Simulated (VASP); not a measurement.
# HfN (NiAs type) (P6_3/mmc) in VASP: notebook

HfN (NiAs type) is run at these levels: PBE; tasks: single point.

Program: VASP 6.6.1. These are calculated values, not measurements. Logs are shortened: lines on timing, memory, paths and dates and some standing lists are left out, and cuts for length are marked.

**1. The cell of the first run**

It takes space group P6_3/mmc (No. 194, hexagonal). Conventional cell: a = 2.904 Å, b = 2.904 Å, c = 5.364 Å, α = 90.00°, β = 90.00°, γ = 120.00°. Hf (site symmetry -3m) has 6 N at 2.15 Å and 8 Hf at 2.68 to 2.90 Å within 3.0 Å. N (site symmetry -6m2) has 6 Hf at 2.15 Å and 6 N at 2.90 Å within 3.0 Å.

**2. Single point, PBE (9.79 Å³/atom)**

The input, INCAR:

```
ALGO = Normal ; EDIFF = 1E-6
ENCUT = 520 ; GGA = PE
ISIF = 2 ; ISMEAR = -1
LASPH = T ; LCHARG = F
LREAL = F ; LWAVE = F
NBANDS = 23 ; NELM = 60
PREC = Accurate ; SIGMA = 0.05
```

The input, KPOINTS:

```
k-points
0
Gamma
  10 10 6
```

The input, POSCAR:

```
HfN
1.0
    2.9035239920      0.0000000000      0.0000000000
   -1.4517619960      2.5145255375      0.0000000000
    0.0000000000      0.0000000000      5.3643706149
Hf N
2 2
Direct
    0.0000000000      0.0000000000      0.0000000000
    0.0000000000      0.0000000000      0.5000000000
    0.3333333333      0.6666666667      0.2500000000
    0.6666666667      0.3333333333      0.7500000000
```

Potentials or basis: VASP PAW PBE potentials, release 64 (Hf_pv, N).

Started as:

```
> cat potpaw_PBE.64/Hf_pv/POTCAR potpaw_PBE.64/N/POTCAR > POTCAR
> mpirun -np 1 vasp_std > vasp.out
```

OUTCAR:

```text
EDIFF = 1E-6
   ENCUT = 520
   GGA = PE
   ISIF = 2
   ISMEAR = -1
   LASPH = T
   LREAL = F
   NELM = 60
   PREC = Accurate

 ion  position               nearest neighbor table
   1  0.000  0.000  0.000-   3 2.15   4 2.15   3 2.15   4 2.15   4 2.15   3 2.15   2 2.68   2 2.68

   2  0.000  0.000  0.500-   3 2.15   4 2.15   3 2.15   4 2.15   4 2.15   3 2.15   1 2.68   1 2.68

   3  0.333  0.667  0.250-   1 2.15   2 2.15   1 2.15   2 2.15   1 2.15   2 2.15
   4  0.667  0.333  0.750-   1 2.15   2 2.15   1 2.15   2 2.15   1 2.15   2 2.15

  LATTYP: Found a hexagonal cell.
 ALAT       =     2.9035239920
 C/A-ratio  =     1.8475378987

  Lattice vectors:

 A1 = (   2.9035239920,   0.0000000000,   0.0000000000)
 A2 = (  -1.4517619960,   2.5145255375,   0.0000000000)
 A3 = (   0.0000000000,   0.0000000000,   5.3643706149)

Analysis of symmetry for initial positions (statically):
=====================================================================
 Subroutine PRICEL returns:
 Original cell was already a primitive cell.

 Routine SETGRP: Setting up the symmetry group for a
 hexagonal supercell.

 Subroutine GETGRP returns: Found 24 space group operations
 (whereof 12 operations were pure point group operations)
 out of a pool of 24 trial point group operations.

The static configuration has the point symmetry D_3d.
 The point group associated with its full space group is D_6h.

Analysis of symmetry for dynamics (positions and initial velocities):
=====================================================================
 Subroutine PRICEL returns:
 Original cell was already a primitive cell.

 Routine SETGRP: Setting up the symmetry group for a
 hexagonal supercell.

 Subroutine GETGRP returns: Found 24 space group operations
 (whereof 12 operations were pure point group operations)
 out of a pool of 24 trial point group operations.

The dynamic configuration has the point symmetry D_3d.
 The point group associated with its full space group is D_6h.

 Subroutine INISYM returns: Found 24 space group operations
 (whereof 12 operations are pure point group operations),
 and found     1 'primitive' translations

----------------------------------------------------------------------------------------

                                     Primitive cell

  volume of cell :      39.1652

  direct lattice vectors                    reciprocal lattice vectors
     2.903523992  0.000000000  0.000000000     0.344409071  0.198844670  0.000000000
    -1.451761996  2.514525537  0.000000000     0.000000000  0.397689339  0.000000000
     0.000000000  0.000000000  5.364370615     0.000000000  0.000000000  0.186415159

  length of vectors
     2.903523992  2.903523992  5.364370615     0.397689339  0.397689339  0.186415159

  position of ions in fractional coordinates (direct lattice)
     0.000000000  0.000000000  0.000000000
     0.000000000  0.000000000  0.500000000
     0.333333333  0.666666667  0.250000000
     0.666666667  0.333333333  0.750000000

  ion indices of the primitive-cell ions
   primitive index   ion index
                 1           1
                 2           2
                 3           3
                 4           4

----------------------------------------------------------------------------------------

 KPOINTS: k-points

Automatic generation of k-mesh.
 Grid dimensions read from file:
 generate k-points for:   10   10    6

 Generating k-lattice:

  Cartesian coordinates                     Fractional coordinates (reciprocal lattice)
     0.034440907  0.019884467  0.000000000     0.100000000  0.000000000  0.000000000
     0.000000000  0.039768934  0.000000000     0.000000000  0.100000000  0.000000000
     0.000000000  0.000000000  0.031069193     0.000000000  0.000000000  0.166666667

  Length of vectors
     0.039768934  0.039768934  0.031069193

  Shift w.r.t. Gamma in fractional coordinates (k-lattice)
     0.000000000  0.000000000  0.000000000

 Subroutine IBZKPT returns following result:
 ===========================================

 Found     56 irreducible k-points:

 Following reciprocal coordinates:
            Coordinates               Weight
  0.000000  0.000000  0.000000      1.000000
  0.100000 -0.000000  0.000000      6.000000
  0.200000 -0.000000  0.000000      6.000000
  0.300000 -0.000000  0.000000      6.000000
  0.400000 -0.000000  0.000000      6.000000
  0.500000 -0.000000  0.000000      3.000000
[... 16 lines left out ...]
  0.300000  0.100000  0.166667     24.000000
  0.400000  0.100000  0.166667     24.000000
 [... further k-points ...]
   k-points           NKPTS =     56   k-points in BZ     NKDIM =     56   number of bands    NBANDS=     23
   number of dos      NEDOS =    301   number of ions     NIONS =      4
   total plane-waves  NPLWV =  23040
   dimension x,y,z NGX =    24 NGY =   24 NGZ =   40
   dimension x,y,z NGXF=    48 NGYF=   48 NGZF=   80
   ions per type =               2   2
   NGX,Y,Z   is equivalent  to a cutoff of  13.74, 13.74, 12.40 a.u.
   NGXF,Y,Z  is equivalent  to a cutoff of  27.48, 27.48, 24.79 a.u.
 SYSTEM =  unknown system
   PREC   = accura    normal or accurate (medium, high low for compatibility)
   ISTART =      0    job   : 0-new  1-cont  2-samecut
   ICHARG =      2    charge: 1-file 2-atom 10-const
   ISPIN  =      1    spin polarized calculation?
   LNONCOLLINEAR =      F non collinear calculations
   LSORBIT =      F    spin-orbit coupling
   LASPH  =      T    aspherical Exc in radial PAW
   ENCUT  =  520.0 eV  38.22 Ry    6.18 a.u.   5.40  5.40  9.97*2*pi/ulx,y,z
   NELM   =     60;   NELMIN=  2; NELMDL= -5     # of ELM steps
   EDIFF  = 0.1E-05   stopping-criterion for ELM
   LREAL  =      F    real-space projection
[... 7 lines left out ...]
   TEBEG  =    0.0;   TEEND  =   0.0 temperature during run
   PSTRESS=    0.0 pullay stress
   NELECT =      30.0000    total number of electrons
   NUPDOWN=      -1.0000    fix difference up-down
   EMIN   =  10.00;   EMAX   =-10.00  energy-range for DOS
   EFERMI =   0.00;   METHOD = LEGACY
   ISMEAR =    -1;   SIGMA  =   0.05  broadening in eV -4-tet -1-fermi 0-gaus
   EFERMI_NEDOS =   21; number of points for ismear=-14 and -15
   IALGO  =     38    algorithm
   IMIX   =      4    mixing-type and parameters
     AMIX     =   0.40;   BMIX     =  1.00
     AMIX_MAG =   1.60;   BMIX_MAG =  1.00
  volume/ion in A,a.u.               =       9.79        66.07
  Fermi-wavevector in a.u.,A,eV,Ry     =   1.497897  2.830614 30.527313  2.243694
  Thomas-Fermi vector in A             =   2.609725
   LORBIT       =      0    0 simple, 1 ext, 2 COOP (PROOUT), +10 PAW based schemes
   GGA     = PE    functional components
   LHFCALC =     F    Hartree Fock is set to
   AEXX    =    0.0000 exact exchange contribution
   IVDW    =     0    specifies the selected vdW correction
   LEPSILON=     F    determine dielectric tensor
   LRPA    =     F    only Hartree local field effects (RPA)
 non-spin polarized calculation
  energy-cutoff  :      520.00
  volume of cell :       39.17
 maximum number of plane-waves:      1077
 NGX is ok and might be reduce to    24
   NGX = 11   NGY = 11   NGZ = 19

 number of electron      30.0000004 magnetization

 Free energy of the ion-electron system (eV)
  ---------------------------------------------------
  ext. energy  EPLUGINS =         0.00000000
  ---------------------------------------------------
  free energy    TOTEN  =       -40.09111326 eV

  energy without entropy =      -40.07609850  energy(sigma->0) =      -40.08360588

 E-fermi :   9.4158     XC(G=0): -13.5634

 val. band max:        9.4141515461   @ k =   0.4000   0.2000   0.3333
 cond. band min:       9.4284909629   @ k =   0.2000  -0.0000   0.5000
 fundamental gap:      0.0143394168
 Fermi energy:         9.4158098656

 k-point     1 :       0.0000    0.0000    0.0000
  band No.  band energies     occupation
      1     -22.6627      2.00000
      2     -20.6942      2.00000
      3     -20.6942      2.00000
      4     -20.4600      2.00000
      5     -20.4600      2.00000
      6     -20.3435      2.00000
[... 15 lines left out ...]
     22      15.6044      0.00000
     23      16.4196      0.00000

 k-point     2 :       0.1000   -0.0000    0.0000
  band No.  band energies     occupation
      1     -22.6122      2.00000
      2     -20.8956      2.00000
      3     -20.7328      2.00000
      4     -20.6224      2.00000
      5     -20.4930      2.00000
      6     -20.3203      2.00000
[... 15 lines left out ...]
     22      16.2872      0.00000
     23      16.4278      0.00000

 k-point     3 :       0.2000   -0.0000    0.0000
  band No.  band energies     occupation
      1     -22.4772      2.00000
      2     -21.3876      2.00000
      3     -21.0293      2.00000
      4     -20.8325      2.00000
      5     -20.5786      2.00000
      6     -20.2591      2.00000
[... 15 lines left out ...]
     22      15.9636      0.00000
     23      17.2193      0.00000

 k-point     4 :       0.3000   -0.0000    0.0000
  band No.  band energies     occupation
      1     -22.3079      2.00000
      2     -21.9352      2.00000
      3     -21.5000      2.00000
      4     -20.9529      2.00000
      5     -20.6823      2.00000
      6     -20.1823      2.00000
[... 15 lines left out ...]
     22      15.9235      0.00000
     23      18.6168      0.00000

 k-point     5 :       0.4000   -0.0000    0.0000
  band No.  band energies     occupation
      1     -22.3695      2.00000
      2     -22.1378      2.00000
      3     -21.8588      2.00000
      4     -21.0481      2.00000
      5     -20.7647      2.00000
      6     -20.1192      2.00000
[... 434 lines left out ...]
 k-point    22 :       0.2000    0.1000    0.1667
  band No.  band energies     occupation
      1     -22.2428      2.00000
      2     -21.6868      2.00000
      3     -21.3281      2.00000
      4     -20.9455      2.00000
      5     -20.7090      2.00000
      6     -20.3742      2.00000
[... 15 lines left out ...]
     22      16.5984      0.00000
     23      17.6304      0.00000

 k-point    23 :       0.3000    0.1000    0.1667
  band No.  band energies     occupation
      1     -22.1539      2.00000
      2     -22.0589      2.00000
      3     -21.7159      2.00000
      4     -21.0888      2.00000
      5     -20.8334      2.00000
      6     -20.2967      2.00000
[... 15 lines left out ...]
     22      17.3393      0.00000
     23      18.2822      0.00000

 k-point    24 :       0.4000    0.1000    0.1667
  band No.  band energies     occupation
      1     -22.3910      2.00000
      2     -21.9801      2.00000
      3     -21.9430      2.00000
      4     -21.1762      2.00000
      5     -20.9090      2.00000
      6     -20.2483      2.00000
[... 15 lines left out ...]
     22      18.0210      0.00000
     23      18.2293      0.00000

 [... further k-points ...]

------------------------ aborting loop because EDIFF is reached ----------------------------------------

  FORCE on cell =-STRESS in cart. coord.  units (eV):
  Direction    XX          YY          ZZ          XY          YZ          ZX
  --------------------------------------------------------------------------------------
  -------------------------------------------------------------------------------------
  Total       20.2876498     20.2876498     19.7402131     -0.0000000      0.0000000      0.0000000
  in kB      829.9311716    829.9311716    807.5365233     -0.0000000      0.0000000      0.0000000
  external PRESSURE =     822.4662888 kB  Pullay stress =       0.0000000 kB

 VOLUME and BASIS-vectors are now :
 -----------------------------------------------------------------------------
  energy-cutoff  :      520.00
  volume of cell :       39.17
      direct lattice vectors                 reciprocal lattice vectors
     2.903523992  0.000000000  0.000000000     0.344409071  0.198844670  0.000000000
    -1.451761996  2.514525537  0.000000000     0.000000000  0.397689339  0.000000000
     0.000000000  0.000000000  5.364370615     0.000000000  0.000000000  0.186415159

 POSITION                                       TOTAL-FORCE (eV/Angst)
 -----------------------------------------------------------------------------------
      0.00000      0.00000      0.00000        -0.000000      0.000000     -0.000000
      0.00000      0.00000      2.68219        -0.000000      0.000000     -0.000000
     -0.00000      1.67635      1.34109         0.000000     -0.000000     -0.000000
      1.45176      0.83818      4.02328        -0.000000      0.000000      0.000000
 -----------------------------------------------------------------------------------
    total drift:                               -0.000000      0.000000      0.000000

  FREE ENERGIE OF THE ION-ELECTRON SYSTEM (eV)
  ---------------------------------------------------
  free  energy   TOTEN  =       -40.0911132579 eV

  energy  without entropy=      -40.0760984999  energy(sigma->0) =      -40.08360588
```

It took 72 s on 1 thread of Intel Xeon 8259CL, shared host; peak memory 0.19 GiB.

What came out:

```yaml
Free_energy: -40.0911 eV
Pressure: 82.2 GPa
Band_gap_on_the_k_mesh: zero (bands 15 and 16 overlap by 1.98 eV)
```

Caveat: the cell stands under pressure; spin-orbit coupling is left out, which moves the levels of the heavy elements.

**3. Single point, PBE (10.77 Å³/atom)**

This run uses another cell than the first one, of 10.77 Å³/atom.

The input, INCAR:

```
ALGO = Normal
EDIFF = 1E-7
ENCUT = 520
GGA = PE
ISIF = 2
ISMEAR = -1
LASPH = T
LCHARG = T
LELF = T
LREAL = F
LVHAR = T
LWAVE = F
NBANDS = 23
NELM = 80
PREC = Accurate
SIGMA = 0.05
```

KPOINTS is that of step 2.

The input, POSCAR:

```
HfN
1.0
    3.0112128015      0.0000000000      0.0000000000
   -1.5056064008      2.6077867823      0.0000000000
    0.0000000000      0.0000000000      5.4862981050
Hf N
2 2
Direct
    0.0000000000      0.0000000000      0.0000000000
    0.0000000000      0.0000000000      0.5000000000
    0.3333333333      0.6666666667      0.2500000000
    0.6666666667      0.3333333333      0.7500000000
```

Potentials or basis: VASP PAW PBE potentials, release 64 (Hf_pv, N).

Started as:

```
> cat potpaw_PBE.64/Hf_pv/POTCAR potpaw_PBE.64/N/POTCAR > POTCAR
> mpirun -np 1 vasp_std > vasp.out
```

Wall time 82 s (1 thread of Intel Xeon 8259CL, shared host); peak memory 0.19 GiB.

Results (log left out):

```
Free energy            : -41.5223 eV
Pressure               : 37.5 GPa
Band gap on the k mesh : zero (bands 15 and 16 overlap by 1.69 eV)
```

Stress tensor (GPa, compression positive):
```
37.98  0.00  0.00
 0.00 37.98  0.00
 0.00  0.00 36.48
```

Levels at points of the mesh, in eV from the Fermi level:
```tsv
k point	band 11	band 12	band 13	band 14	band 15	band 16	band 17	band 18	band 19	band 20
(0.00, 0.00, 0.00)	-5.38	-3.19	-2.99	-2.32	-2.32	0.98	0.98	1.08	1.08	3.34
(0.50, 0.00, 0.00)	-5.73	-4.73	-3.79	-2.96	-2.92	0.00	4.64	5.14	5.58	6.53
(0.00, 0.00, 0.50)	-4.25	-4.25	-4.25	-4.25	0.89	0.89	2.08	2.08	2.08	2.08
(0.50, 0.00, 0.50)	-5.18	-5.18	-4.50	-4.50	-0.71	-0.71	5.08	5.08	6.02	6.02
```

Caveat: the cell stands under pressure; spin-orbit coupling is left out, which moves the levels of the heavy elements.

**4. Single point, PBE (12.24 Å³/atom)**

This run uses another cell than the first one, of 12.24 Å³/atom.

The input, INCAR:

```
PREC     = Accurate       # precision mode
ENCUT    = 520            # plane-wave cutoff, eV
EDIFF    = 1E-7           # SCF threshold, eV
ISMEAR   = -1             # smearing method
SIGMA    = 0.05           # smearing width, eV
LREAL    = False          # projectors in reciprocal space
LASPH    = True           # aspherical terms in the spheres
NELM     = 100            # most SCF steps
ALGO     = Normal         # electronic algorithm
ISIF     = 2              # what is computed and relaxed
LWAVE    = False          # write WAVECAR
LCHARG   = False          # write CHGCAR
GGA      = PE             # functional
NBANDS   = 23             # bands
```

The input, KPOINTS:

```
Automatic mesh
0
Gamma
  10 10 6
```

The input, POSCAR:

```
HfN
1.0
    3.1579986764      0.0000000000      0.0000000000
   -1.5789993382      2.7349070789      0.0000000000
    0.0000000000      0.0000000000      5.6683379924
Hf N
2 2
Direct
    0.0000000000      0.0000000000      0.0000000000
    0.0000000000      0.0000000000      0.5000000000
    0.3333333333      0.6666666667      0.2500000000
    0.6666666667      0.3333333333      0.7500000000
```

Started as:

```
> cat potpaw_PBE.64/Hf_pv/POTCAR potpaw_PBE.64/N/POTCAR > POTCAR
> mpirun -np 1 vasp_std > vasp.out
```

It took 78 s on 1 thread of Intel Xeon 8259CL, shared host; peak memory 0.2 GiB.

The run converged. Its results:

```yaml
Free_energy: -42.1021 eV
Pressure: -2.1 GPa
Band_gap_on_the_k_mesh: zero (bands 15 and 16 overlap by 1.51 eV)
```

Stress tensor (GPa, compression positive):
```
-1.76  0.00  0.00
 0.00 -1.76  0.00
 0.00  0.00 -2.66
```

Levels at points of the mesh, in eV from the Fermi level:
| k point | band 13 | band 14 | band 15 | band 16 | band 17 | band 18 |
| --- | --- | --- | --- | --- | --- | --- |
| (0.00, 0.00, 0.00) | -2.81 | -2.33 | -2.33 | 0.84 | 0.84 | 0.84 |
| (0.50, 0.00, 0.00) | -3.93 | -2.98 | -2.65 | 0.13 | 3.70 | 4.47 |
| (0.00, 0.00, 0.50) | -4.01 | -4.01 | 0.76 | 0.76 | 1.74 | 1.74 |
| (0.50, 0.00, 0.50) | -4.26 | -4.26 | -0.68 | -0.68 | 4.19 | 4.19 |

Caveat: spin-orbit coupling is left out, which moves the levels of the heavy elements.

**5. Summary**

| cell | gap on the mesh (eV) | pressure (GPa) |
| --- | --- | --- |
| a = 2.904, b = 2.904, c = 5.364 Å, angles 90.0, 90.0, 120.0°, 4 atoms | none | 82.2 |
| a = 3.011, b = 3.011, c = 5.486 Å, angles 90.0, 90.0, 120.0°, 4 atoms | none | 37.5 |
| a = 3.158, b = 3.158, c = 5.668 Å, angles 90.0, 90.0, 120.0°, 4 atoms | none | -2.1 |

Alike in all rows: task single point; level PBE; potentials or basis VASP PAW PBE potentials, release 64 (Hf_pv, N); no spin polarisation; k mesh 10 × 10 × 6; cutoff (eV) 520; smearing fermi-dirac 0.05 eV.

Caveats: spin-orbit coupling is left out, which moves the levels of the heavy elements; the cell stands under pressure (at least some runs).

Total energies depend on the potentials used, so only differences within one code and one set of settings carry meaning.
